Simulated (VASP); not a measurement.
# Al3O in VASP: a series of runs

Runs on Al3O. Level: PBE. Tasks: single point.

All numbers are computed with VASP 6.6.1; they aren't measurements. Logs are shortened: lines on timing, memory, paths and dates and some standing lists are left out, and cuts for length are marked.

**1. The cell of the first run**

The cell holds a slab with vacuum, 4 atoms: a = 2.857 Å, b = 2.857 Å, c = 20.102 Å, α = 90.00°, β = 90.00°, γ = 120.00°.

**2. Single point, PBE**

INCAR reads:

```
ALGO = Normal
DIPOL = 0.5 0.5 0.353
EDIFF = 1E-6
ENCUT = 520
GGA = PE
IDIPOL = 3
ISIF = 2
ISMEAR = 0
LASPH = T
LCHARG = F
LDIPOL = T
LREAL = F
LWAVE = F
NBANDS = 16
NELM = 80
PREC = Accurate
SIGMA = 0.1
```

KPOINTS reads:

```
k-points
0
Gamma
  9 9 1
```

POSCAR reads:

```
Al3O
1.0
    2.8571514048      0.0000000000      0.0000000000
   -1.4285757024      2.4743656990      0.0000000000
    0.0000000000      0.0000000000     20.1016425027
Al O
3 1
Direct
    0.6666666667      0.3333333333      0.1989887145
    0.3333333333      0.6666666666      0.3134533097
    0.0000000000      0.0000000000      0.4279074459
    0.0000000000      0.5000000000      0.4729954019
```

Potentials or basis: VASP PAW PBE potentials, release 64 (Al, O).

On the command line:

```console
> cat potpaw_PBE.64/Al/POTCAR potpaw_PBE.64/O/POTCAR > POTCAR
> mpirun -np 1 vasp_std > vasp.out
```

OUTCAR:

```text
EDIFF = 1E-6
   ENCUT = 520
   GGA = PE
   ISIF = 2
   ISMEAR = 0
   LASPH = T
   LREAL = F
   NELM = 80
   PREC = Accurate

 ion  position               nearest neighbor table
   1  0.667  0.333  0.199-   2 2.83   2 2.83   2 2.83
   2  0.333  0.667  0.313-   3 2.83   3 2.83   3 2.83   1 2.83   1 2.83   1 2.83
   3  0.000  0.000  0.428-   4 1.69   4 1.69   4 2.64   4 2.64   2 2.83   2 2.83   2 2.83
   4  0.000  0.500  0.473-   3 1.69   3 1.69   3 2.64   3 2.64

  LATTYP: Found a hexagonal cell.
 ALAT       =     2.8571514048
 C/A-ratio  =     7.0355538278

  Lattice vectors:

 A1 = (   2.8571514048,   0.0000000000,   0.0000000000)
 A2 = (  -1.4285757024,   2.4743656990,   0.0000000000)
 A3 = (   0.0000000000,   0.0000000000,  20.1016425027)

Analysis of symmetry for initial positions (statically):
=====================================================================
 Subroutine PRICEL returns:
 Original cell was already a primitive cell.

 Routine SETGRP: Setting up the symmetry group for a
 hexagonal supercell.

 Subroutine GETGRP returns: Found  2 space group operations
 (whereof  2 operations were pure point group operations)
 out of a pool of 24 trial point group operations.

The static configuration has the point symmetry C_1h.

Analysis of symmetry for dynamics (positions and initial velocities):
=====================================================================
 Subroutine PRICEL returns:
 Original cell was already a primitive cell.

 Routine SETGRP: Setting up the symmetry group for a
 hexagonal supercell.

 Subroutine GETGRP returns: Found  2 space group operations
 (whereof  2 operations were pure point group operations)
 out of a pool of 24 trial point group operations.

The dynamic configuration has the point symmetry C_1h.

 Subroutine INISYM returns: Found  2 space group operations
 (whereof  2 operations are pure point group operations),
 and found     1 'primitive' translations

----------------------------------------------------------------------------------------

                                     Primitive cell

  volume of cell :     142.1113

  direct lattice vectors                    reciprocal lattice vectors
     2.857151405  0.000000000  0.000000000     0.349998953  0.202071990  0.000000000
    -1.428575702  2.474365699  0.000000000     0.000000000  0.404143979  0.000000000
     0.000000000  0.000000000 20.101642503     0.000000000  0.000000000  0.049747179

  length of vectors
[... 95 lines left out ...]
   PSTRESS=    0.0 pullay stress
   NELECT =      15.0000    total number of electrons
   NUPDOWN=      -1.0000    fix difference up-down
   EMIN   =  10.00;   EMAX   =-10.00  energy-range for DOS
   EFERMI =   0.00;   METHOD = LEGACY
   ISMEAR =     0;   SIGMA  =   0.10  broadening in eV -4-tet -1-fermi 0-gaus
   EFERMI_NEDOS =   21; number of points for ismear=-14 and -15
   IALGO  =     38    algorithm
   IMIX   =      4    mixing-type and parameters
     AMIX     =   0.40;   BMIX     =  1.00
     AMIX_MAG =   1.60;   BMIX_MAG =  1.00
  volume/ion in A,a.u.               =      35.53       239.75
  Fermi-wavevector in a.u.,A,eV,Ry     =   0.773682  1.462047  8.144222  0.598583
  Thomas-Fermi vector in A             =   1.875578
   LORBIT       =      0    0 simple, 1 ext, 2 COOP (PROOUT), +10 PAW based schemes
   GGA     = PE    functional components
   LHFCALC =     F    Hartree Fock is set to
   AEXX    =    0.0000 exact exchange contribution
   IVDW    =     0    specifies the selected vdW correction
   LEPSILON=     F    determine dielectric tensor
   LRPA    =     F    only Hartree local field effects (RPA)
 non-spin polarized calculation
 Gauss-broadening in eV      SIGMA  =   0.10
  energy-cutoff  :      520.00
  volume of cell :      142.11
 maximum number of plane-waves:      3849
 NGX is ok and might be reduce to    24
   NGX = 11   NGY = 11   NGZ = 75

 number of electron      14.9999996 magnetization

 dipolmoment           0.000000      0.000000      0.114953 electrons x Angstroem

 Free energy of the ion-electron system (eV)
  ---------------------------------------------------
  ext. energy  EPLUGINS =         0.00000000
  ---------------------------------------------------
  free energy    TOTEN  =       -19.07508269 eV

  energy without entropy =      -19.06633889  energy(sigma->0) =      -19.07071079

 E-fermi :  -0.5021     XC(G=0):  -4.7069

 val. band max:       -0.5399815989   @ k =   0.3333   0.0000   0.0000
 cond. band min:      -0.4604666322   @ k =   0.0000   0.3333   0.0000
 fundamental gap:      0.0795149667
 Fermi energy:        -0.5021017954

 k-point     1 :       0.0000    0.0000    0.0000
  band No.  band energies     occupation
      1     -20.2082      2.00000
      2     -10.9609      2.00000
      3      -8.7983      2.00000
      4      -5.9312      2.00000
      5      -4.1686      2.00000
      6      -3.4532      2.00000
[... 433 lines left out ...]
      3      -5.6500      2.00000
      4      -4.9832      2.00000
      5      -4.3266      2.00000
      6      -3.0284      2.00000
[... 8 lines left out ...]
     15       7.3056      0.00000
     16       8.2308      0.00000

 [... further k-points ...]

------------------------ aborting loop because EDIFF is reached ----------------------------------------

 vacuum level on the upper side and lower side of the slab       (xc-potential included)         1.420        -1.440

  FORCE on cell =-STRESS in cart. coord.  units (eV):
  Direction    XX          YY          ZZ          XY          YZ          ZX
  --------------------------------------------------------------------------------------
  -------------------------------------------------------------------------------------
  Total        1.8568003      3.7001736      0.9325227     -1.5964081     -0.2136201     -0.3700008
  in kB       20.9337533     41.7161284     10.5133547    -17.9980648     -2.4083743     -4.1714267
  external PRESSURE =      24.3877455 kB  Pullay stress =       0.0000000 kB

 VOLUME and BASIS-vectors are now :
 -----------------------------------------------------------------------------
  energy-cutoff  :      520.00
  volume of cell :      142.11
      direct lattice vectors                 reciprocal lattice vectors
     2.857151405  0.000000000  0.000000000     0.349998953  0.202071990  0.000000000
    -1.428575702  2.474365699  0.000000000     0.000000000  0.404143979  0.000000000
     0.000000000  0.000000000 20.101642503     0.000000000  0.000000000  0.049747179

 POSITION                                       TOTAL-FORCE (eV/Angst)
 -----------------------------------------------------------------------------------
      1.42858      0.82479      4.00000        -0.007481     -0.004319     -0.159375
     -0.00000      1.64958      6.30093         0.132831      0.076690     -0.083946
      0.00000      0.00000      8.60164        -0.015840     -0.009145      0.219675
     -0.71429      1.23718      9.50798        -0.109511     -0.063226      0.023647
 -----------------------------------------------------------------------------------
    total drift:                                0.000180      0.000104     -0.000708

  FREE ENERGIE OF THE ION-ELECTRON SYSTEM (eV)
  ---------------------------------------------------
  free  energy   TOTEN  =       -19.0750826914 eV

  energy  without entropy=      -19.0663388914  energy(sigma->0) =      -19.07071079

 vacuum level on the upper side and lower side of the slab         6.408         3.433
```

Run time: 90 s. Hardware: 1 thread of Intel Xeon Platinum 8488C (Sapphire Rapids), shared host; peak memory 0.25 GiB.

What came out:

```
Free energy   : -19.0751 eV
Largest force : 0.220 eV/Å
```

Forces on the atoms (eV/Å):
```
Al  -0.007 -0.004 -0.159
Al   0.133  0.077 -0.084
Al  -0.016 -0.009  0.220
O   -0.110 -0.063  0.024
```

Levels at points of the mesh, in eV from the Fermi level:
| k point | band 4 | band 5 | band 6 | band 7 | band 8 | band 9 | band 10 | band 11 |
| --- | --- | --- | --- | --- | --- | --- | --- | --- |
| (0.00, 0.00, 0.00) | -5.43 | -3.67 | -2.95 | -1.77 | 0.43 | 3.28 | 4.67 | 6.06 |

Caveat: an odd number of electrons without spin polarisation forces a metal; a magnetic or distorted state may lie lower.

**3. Single point, PBE**

INCAR reads:

```
PREC = Accurate
ENCUT = 520
EDIFF = 1E-6
ISMEAR = 0
SIGMA = 0.1
LREAL = False
LASPH = True
NELM = 80
ALGO = Normal
ISIF = 2
LWAVE = False
LCHARG = False
LDIPOL = True
IDIPOL = 3
DIPOL = 0.5 0.5 0.359
GGA = PE
NBANDS = 16
```

KPOINTS reads:

```
Automatic mesh
0
Gamma
  9 9 1
```

POSCAR reads:

```
Al3O
1.0
    2.8571514048      0.0000000000      0.0000000000
   -1.4285757024      2.4743656990      0.0000000000
    0.0000000000      0.0000000000     20.1016425027
Al O
3 1
Direct
    0.6666666666      0.3333333333      0.1989887145
    0.3333333333      0.6666666667      0.3134533097
    0.0000000000      0.0000000000      0.4279074459
    0.1666666666      0.3333333333      0.4970055787
```

Potentials or basis: VASP PAW PBE potentials, release 64 (Al, O).

On the command line:

```console
> cat potpaw_PBE.64/Al/POTCAR potpaw_PBE.64/O/POTCAR > POTCAR
> mpirun -np 1 vasp_std > vasp.out
```

It took 95 s on 1 thread of Intel Xeon Platinum 8488C (Sapphire Rapids), shared host; peak memory 0.25 GiB.

It converged, with:

```
Free energy   : -16.5534 eV
Largest force : 3.310 eV/Å
```

Forces in eV/Å, atoms in the order of the input:
```
Al   0.000 -0.010 -0.120
Al   0.000  0.107  0.147
Al   0.000 -3.307 -0.141
O    0.000  3.211  0.114
```

Levels at points of the mesh, in eV from the Fermi level:
```csv
k point,band 5,band 6,band 7,band 8,band 9,band 10,band 11,band 12
"(0.00, 0.00, 0.00)",-2.59,-0.36,0.23,0.36,2.93,4.53,6.40,8.42
```

Caveat: an odd number of electrons without spin polarisation forces a metal; a magnetic or distorted state may lie lower.

**4. Single point, PBE**

INCAR reads:

```
SYSTEM = Al3O
PREC = Accurate
ENCUT = 520
EDIFF = 1E-6
ISMEAR = 0
SIGMA = 0.1
LREAL = .False.
LASPH = .True.
NELM = 80
ALGO = Normal
ISIF = 2
LWAVE = .False.
LCHARG = .True.
LDIPOL = .True.
IDIPOL = 3
DIPOL = 0.5 0.5 0.359
GGA = PE
LELF = .True.
LVHAR = .True.
LVACPOTAV = .True.
NBANDS = 16
```

KPOINTS reads:

```
regular mesh
0
Gamma
  9 9 1
  0 0 0
```

POSCAR reads:

```
Al3O
1.0
    2.8571514048      0.0000000000      0.0000000000
   -1.4285757024      2.4743656990      0.0000000000
    0.0000000000      0.0000000000     20.1016425027
Al O
3 1
Direct
    0.6666666667      0.3333333333      0.1989887145
    0.3333333333      0.6666666666      0.3134533097
    0.0000000000      0.0000000000      0.4279074459
    0.3333333333      0.1666666666      0.4970464815
```

On the command line:

```console
> cat potpaw_PBE.64/Al/POTCAR potpaw_PBE.64/O/POTCAR > POTCAR
> mpirun -np 1 vasp_std > vasp.out
```

Run time: 89 s. Hardware: 1 thread of Intel Xeon Platinum 8488C (Sapphire Rapids), shared host; peak memory 0.28 GiB.

It converged, with:

```
Free energy   : -16.5807 eV
Largest force : 3.283 eV/Å
```

Forces in eV/Å, atoms in the order of the input:
```
Al   0.012  0.007 -0.128
Al  -0.028 -0.016  0.154
Al  -2.825 -1.631 -0.138
O    2.841  1.640  0.112
```

Levels at points of the mesh, in eV from the Fermi level:
```csv
k point,band 5,band 6,band 7,band 8,band 9,band 10,band 11,band 12
"(0.00, 0.00, 0.00)",-2.57,-0.34,0.24,0.37,2.96,4.57,6.43,8.45
```

Caveat: an odd number of electrons without spin polarisation forces a metal; a magnetic or distorted state may lie lower.
